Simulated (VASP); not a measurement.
# Si16C (a cell with a defect) in VASP: single point with PBEsol

Aim: the single point of Si16C (a cell with a defect) with PBEsol.

Everything below comes from runs of VASP 6.6.1. Logs are shortened: lines on timing, memory, paths and dates and some standing lists are left out, and cuts for length are marked.

### 1 The cell of the first run

The cell holds a defect, 17 atoms: a = 7.679 Å, b = 7.679 Å, c = 7.679 Å, α = 60.00°, β = 60.00°, γ = 60.00°.

### 2 Single point, PBEsol, collinear spin, ferromagnetic start

INCAR reads:

```
SYSTEM = Si16C
PREC = Accurate
ENCUT = 520
EDIFF = 1E-6
ISMEAR = 0
SIGMA = 0.05
LREAL = Auto
LASPH = .True.
NELM = 150
ALGO = Normal
ISIF = 2
LWAVE = .False.
LCHARG = .False.
ISPIN = 2
MAGMOM = 0 0 0 0 0 0 0 0 0 0 0 0 0 0 0 0 1
LORBIT = 11
GGA = PS
NBANDS = 52
```

KPOINTS reads:

```
Automatic mesh
0
Gamma
  2 2 2
  0 0 0
```

POSCAR reads:

```
Si16C
1.0
    0.0000000000      5.4300000000      5.4300000000
    5.4300000000      0.0000000000      5.4300000000
    5.4300000000      5.4300000000      0.0000000000
Si C
16 1
Direct
   -0.0074443061     -0.0074283773      0.0439807530
    0.1450408103      0.1450618443      0.1059774620
   -0.0056691970     -0.0056726455      0.4736513804
    0.0561192315      0.0558195180      0.6966460195
    0.0118405221      0.5179634694     -0.0157864798
    0.1485462576      0.6299474141      0.1089529337
    0.0465701260      0.4973982160      0.4771325879
    0.1478538127      0.6305044827      0.6108941950
    0.5179414381      0.0118316238     -0.0157911951
    0.6299416333      0.1485527876      0.1089108958
    0.4975389508      0.0465035605      0.4770824239
    0.6305132482      0.1478631426      0.6108941492
    0.5219178144      0.5219171238     -0.0297404491
    0.6384159786      0.6384102009      0.1111601780
    0.5211911220      0.5211963207      0.4850279447
    0.6531547011      0.6530761738      0.5958382692
    0.2184157566      0.2182721447      0.5350783319
```

Potentials or basis: VASP PAW PBE potentials, release 64 (Si, C).

On the command line:

```sh
> cat potpaw_PBE.64/Si/POTCAR potpaw_PBE.64/C/POTCAR > POTCAR
> mpirun -np 1 vasp_std > vasp.out
```

OUTCAR:

```text
SYSTEM = Si16C
   PREC = Accurate
   ENCUT = 520
   EDIFF = 1E-6
   ISMEAR = 0
   LREAL = Auto
   LASPH = .True.
   NELM = 150
   ISIF = 2
   ISPIN = 2
   LORBIT = 11
   GGA = PS

 ion  position               nearest neighbor table
   1  0.993  0.993  0.044-   4 2.29  10 2.30   6 2.30   2 2.34
   2  0.145  0.145  0.106-   3 2.34   1 2.34   9 2.34   5 2.34
   3  0.994  0.994  0.474-   4 2.29  12 2.30   8 2.30   2 2.34
   4  0.056  0.056  0.697-  17 1.76   3 2.29   1 2.29  11 2.92   7 2.92
   5  0.012  0.518  0.984-   2 2.34  14 2.34   8 2.34   6 2.34
   6  0.149  0.630  0.109-   1 2.30   7 2.31   5 2.34  13 2.34
   7  0.047  0.497  0.477-  17 1.83   6 2.31   8 2.31  16 2.47   4 2.92
   8  0.148  0.631  0.611-   3 2.30   7 2.31   5 2.34  15 2.34
   9  0.518  0.012  0.984-   2 2.34  14 2.34  12 2.34  10 2.34
  10  0.630  0.149  0.109-   1 2.30  11 2.31   9 2.34  13 2.34
  11  0.498  0.047  0.477-  17 1.83  10 2.31  12 2.31  16 2.47   4 2.92
  12  0.631  0.148  0.611-   3 2.30  11 2.31   9 2.34  15 2.34
  13  0.522  0.522  0.970-  10 2.34   6 2.34  14 2.35  16 2.35
  14  0.638  0.638  0.111-   9 2.34   5 2.34  15 2.35  13 2.35
  15  0.521  0.521  0.485-  12 2.34   8 2.34  14 2.35  16 2.35
  16  0.653  0.653  0.596-  13 2.35  15 2.35   7 2.47  11 2.47
  17  0.218  0.218  0.535-   4 1.76  11 1.83   7 1.83

  LATTYP: Found a face centered cubic cell.
 ALAT       =    10.8600000000

  Lattice vectors:

 A1 = (   0.0000000000,   5.4300000000,   5.4300000000)
 A2 = (   5.4300000000,   0.0000000000,   5.4300000000)
 A3 = (   5.4300000000,   5.4300000000,   0.0000000000)

Analysis of symmetry for initial positions (statically):
=====================================================================
 Subroutine PRICEL returns:
 Original cell was already a primitive cell.

 Routine SETGRP: Setting up the symmetry group for a
 face centered cubic supercell.

 Subroutine GETGRP returns: Found  1 space group operations
 (whereof  1 operations were pure point group operations)
 out of a pool of 48 trial point group operations.

The static configuration has the point symmetry C_1 .

Analysis of symmetry for dynamics (positions and initial velocities):
=====================================================================
 Subroutine PRICEL returns:
 Original cell was already a primitive cell.

 Routine SETGRP: Setting up the symmetry group for a
 face centered cubic supercell.

 Subroutine GETGRP returns: Found  1 space group operations
 (whereof  1 operations were pure point group operations)
 out of a pool of 48 trial point group operations.

The dynamic configuration has the point symmetry C_1 .

Analysis of structural, dynamic, and magnetic symmetry:
=====================================================================
 Subroutine PRICEL returns:
 Original cell was already a primitive cell.

[... 169 lines left out ...]
 E-fermi :   6.3353     XC(G=0):  -9.6966

 val. band max:        6.3140252025   @ k =   0.0000   0.0000   0.5000
 cond. band min:       6.3592723118   @ k =   0.0000   0.5000   0.0000
 fundamental gap:      0.0452471094
 Fermi energy:         6.3353424882

 spin component 1

 k-point     1 :       0.0000    0.0000    0.0000
  band No.  band energies     occupation
      1      -7.0630      1.00000
      2      -5.3929      1.00000
      3      -3.8949      1.00000
      4      -3.8699      1.00000
      5      -3.8452      1.00000
      6      -2.9901      1.00000
[... 381 lines left out ...]
     45       9.9801      0.00000
     46       9.9893      0.00000
 Fermi energy:         6.3353424882

 spin component 2

 k-point     1 :       0.0000    0.0000    0.0000
  band No.  band energies     occupation
      1      -7.0059      1.00000
      2      -5.3625      1.00000
      3      -3.8797      1.00000
      4      -3.8569      1.00000
      5      -3.8349      1.00000
      6      -2.9755      1.00000
[... 381 lines left out ...]
     45       9.9980      0.00000
     46      10.0015      0.00000
 [bands above 46 left out]

------------------------ aborting loop because EDIFF is reached ----------------------------------------

  FORCE on cell =-STRESS in cart. coord.  units (eV):
  Direction    XX          YY          ZZ          XY          YZ          ZX
  --------------------------------------------------------------------------------------
  -------------------------------------------------------------------------------------
  Total        3.1584245      3.1576481      9.9779428      2.4143659     -0.0441688     -0.0494323
  in kB       15.8034389     15.7995539     49.9254638     12.0804796     -0.2210025     -0.2473389
  external PRESSURE =      27.1761522 kB  Pullay stress =       0.0000000 kB

 VOLUME and BASIS-vectors are now :
 -----------------------------------------------------------------------------
  energy-cutoff  :      520.00
  volume of cell :      320.21
      direct lattice vectors                 reciprocal lattice vectors
     0.000000000  5.430000000  5.430000000    -0.092081031  0.092081031  0.092081031
     5.430000000  0.000000000  5.430000000     0.092081031 -0.092081031  0.092081031
     5.430000000  5.430000000  0.000000000     0.092081031  0.092081031 -0.092081031

 POSITION                                       TOTAL-FORCE (eV/Angst)
 -----------------------------------------------------------------------------------
      5.62848      5.62839     10.77924         0.010916      0.011010     -0.002525
      1.36314      1.36303      1.57526        -0.001975     -0.001652     -0.006095
      7.97112      7.97114     10.79841        -0.013252     -0.013242     -0.003089
      4.08589      4.08752      0.60783         0.007837      0.006430     -0.029336
      8.15682      5.40857      2.87684        -0.000986      0.003417      0.008205
      4.01223      1.39822      4.22722         0.003577     -0.006505     -0.001580
[... 9 lines left out ...]
      6.78161      6.78203      7.09283        -0.005017     -0.006393     -0.011759
      4.09069      4.09147      2.37122        -0.001210     -0.003382      0.030910
 -----------------------------------------------------------------------------------
    total drift:                                0.002594      0.003643     -0.002078

  FREE ENERGIE OF THE ION-ELECTRON SYSTEM (eV)
  ---------------------------------------------------
  free  energy   TOTEN  =       -96.8613107857 eV

  energy  without entropy=      -96.8554823960  energy(sigma->0) =      -96.85839659

 total charge

# of ion       s       p       d       tot
------------------------------------------
    1        0.757   0.962   0.000   1.719
    2        0.743   0.951   0.000   1.694
    3        0.757   0.962   0.000   1.720
    4        0.803   0.915   0.000   1.717
    5        0.741   0.956   0.000   1.696
    6        0.751   0.954   0.000   1.706
[... 9 lines left out ...]
   16        0.750   0.901   0.000   1.651
   17        0.877   1.604   0.000   2.481
--------------------------------------------------
tot         12.887  16.754   0.000  29.642

 magnetization (x)

# of ion       s       p       d       tot
------------------------------------------
    1        0.001   0.007   0.000   0.009
    2       -0.000   0.001   0.000   0.001
    3        0.001   0.007   0.000   0.008
    4       -0.000  -0.000   0.000  -0.000
    5       -0.000   0.000   0.000   0.000
    6        0.001   0.004   0.000   0.005
[... 9 lines left out ...]
   16        0.000   0.001   0.000   0.001
   17        0.003   0.052   0.000   0.055
--------------------------------------------------
tot          0.010   0.090   0.000   0.100
```

OSZICAR:

```text
N       E                     dE             d eps       ncg     rms          rms(c)
DAV:   1     0.158598260509E+03    0.15860E+03   -0.25898E+04  1664   0.108E+03
DAV:   2    -0.843611217202E+02   -0.24296E+03   -0.22767E+03  2044   0.166E+02
DAV:   3    -0.101082662038E+03   -0.16722E+02   -0.16391E+02  2088   0.392E+01
DAV:   4    -0.101485763990E+03   -0.40310E+00   -0.40173E+00  2096   0.733E+00
DAV:   5    -0.101495809505E+03   -0.10046E-01   -0.10036E-01  2084   0.112E+00    0.174E+01
DAV:   6    -0.971434484301E+02    0.43524E+01   -0.10852E+01  2524   0.127E+01    0.985E+00
DAV:   7    -0.970254340767E+02    0.11801E+00   -0.49450E+00  1860   0.634E+00    0.508E+00
DAV:   8    -0.968859147584E+02    0.13952E+00   -0.82861E-01  2232   0.281E+00    0.155E+00
DAV:   9    -0.968565976837E+02    0.29317E-01   -0.16297E-01  2132   0.145E+00    0.610E-01
DAV:  10    -0.968613106462E+02   -0.47130E-02   -0.48826E-02  2032   0.584E-01    0.343E-01
DAV:  11    -0.968609978357E+02    0.31281E-03   -0.40442E-03  2328   0.205E-01    0.140E-01
DAV:  12    -0.968612917538E+02   -0.29392E-03   -0.13650E-03  2016   0.113E-01    0.684E-02
DAV:  13    -0.968612983496E+02   -0.65958E-05   -0.15096E-04  2328   0.412E-02    0.324E-02
DAV:  14    -0.968613106664E+02   -0.12317E-04   -0.50988E-05  1944   0.233E-02    0.136E-02
DAV:  15    -0.968613107857E+02   -0.11935E-06   -0.78701E-06  2248   0.987E-03
   1 F= -.96861311E+02 E0= -.96858397E+02  d E =-.582839E-02  mag=     0.2424
```

stdout:

```text
POSCAR found type information on POSCAR SiC
 POSCAR found :  2 types and      17 ions
 scaLAPACK will be used
 -----------------------------------------------------------------------------
|                                                                             |
|                                                                             |
|     You enforced a specific xc type in the INCAR file but a different       |
|     I HOPE YOU KNOW WHAT YOU ARE DOING!                                     |
|                                                                             |
 -----------------------------------------------------------------------------

 LDA part: xc-table for (Slater+PW92), standard interpolation
 POSCAR, INCAR and KPOINTS ok, starting setup
 FFT: planning ... GRIDC
 FFT: planning ... GRID_SOFT
 FFT: planning ... GRID
 WAVECAR not read
 entering main loop
```

Wall time 8.1 min (1 thread of Intel Xeon Platinum 8259CL at 2.50GHz (Skylake/Cascade Lake), shared host); peak memory 0.7 GiB.

What came out:

```yaml
Free_energy: -96.8613 eV
Pressure: 2.7 GPa
Largest_force: 0.031 eV/Å
Net_moment: 0.24 μB per cell
Site_moments: Si +0.01, +0.00, -0.00; C +0.06 μB
Valence_electrons_inside_the_program's_atomic_spheres: Si 1.72, 1.69, 1.70, 1.71, 1.68, 1.65; C 2.48
```

Forces on the atoms (eV/Å):
```
Si   0.011  0.011 -0.003
Si  -0.002 -0.002 -0.006
Si  -0.013 -0.013 -0.003
Si   0.008  0.006 -0.029
Si  -0.001  0.003  0.008
Si   0.004 -0.007 -0.002
Si  -0.008  0.004  0.003
Si   0.006 -0.005  0.003
Si   0.004 -0.001  0.008
Si  -0.007  0.005 -0.001
Si   0.002 -0.006  0.002
Si  -0.006  0.007  0.004
Si  -0.005 -0.006 -0.005
Si  -0.002 -0.002 -0.003
Si   0.015  0.015  0.003
Si  -0.005 -0.006 -0.012
C   -0.001 -0.003  0.031
```

Levels at points of the mesh, in eV from the Fermi level:
Spin up:
```
           k point  band 32  band 33  band 34  band 35  band 36  band 37
(0.00, 0.00, 0.00)    -0.84    -0.62    -0.57    -0.34    -0.29     0.18
(0.50, 0.00, 0.00)    -1.28    -1.07    -0.08     0.39     0.62     0.89
(0.00, 0.50, 0.00)    -1.28    -1.07    -0.08     0.39     0.61     0.89
(0.00, 0.00, 0.50)    -1.29    -1.13    -0.12     0.41     0.60     0.83
(0.50, 0.50, 0.50)    -1.29    -1.14    -0.12     0.40     0.61     0.82
(0.50, 0.50, 0.00)    -1.81    -1.19     0.21     0.39     1.04     1.35
(0.00, 0.50, 0.50)    -1.77    -1.11    -0.90     0.74     1.11     1.26
(0.50, 0.00, 0.50)    -1.77    -1.11    -0.90     0.74     1.11     1.26
```
Spin down:
| k point | band 31 | band 32 | band 33 | band 34 | band 35 | band 36 | band 37 | band 38 |
| --- | --- | --- | --- | --- | --- | --- | --- | --- |
| (0.00, 0.00, 0.00) | -1.21 | -0.84 | -0.62 | -0.56 | -0.32 | -0.26 | 0.19 | 0.31 |
| (0.50, 0.00, 0.00) | -1.43 | -1.25 | -1.06 | 0.02 | 0.40 | 0.63 | 0.89 | 1.03 |
| (0.00, 0.50, 0.00) | -1.43 | -1.25 | -1.06 | 0.02 | 0.40 | 0.63 | 0.89 | 1.03 |
| (0.00, 0.00, 0.50) | -1.32 | -1.28 | -1.11 | -0.02 | 0.42 | 0.61 | 0.84 | 0.98 |
| (0.50, 0.50, 0.50) | -1.31 | -1.28 | -1.12 | -0.03 | 0.41 | 0.62 | 0.83 | 0.98 |
| (0.50, 0.50, 0.00) | -1.87 | -1.79 | -1.15 | 0.22 | 0.41 | 1.17 | 1.36 | 1.61 |
| (0.00, 0.50, 0.50) | -1.91 | -1.76 | -1.09 | -0.81 | 0.75 | 1.17 | 1.27 | 1.76 |
| (0.50, 0.00, 0.50) | -1.91 | -1.76 | -1.09 | -0.81 | 0.75 | 1.17 | 1.27 | 1.76 |

Caveat: the k points lie up to 0.50 Å⁻¹ apart; the PAW data sets were made with another functional, which shifts forces and pressure a little.
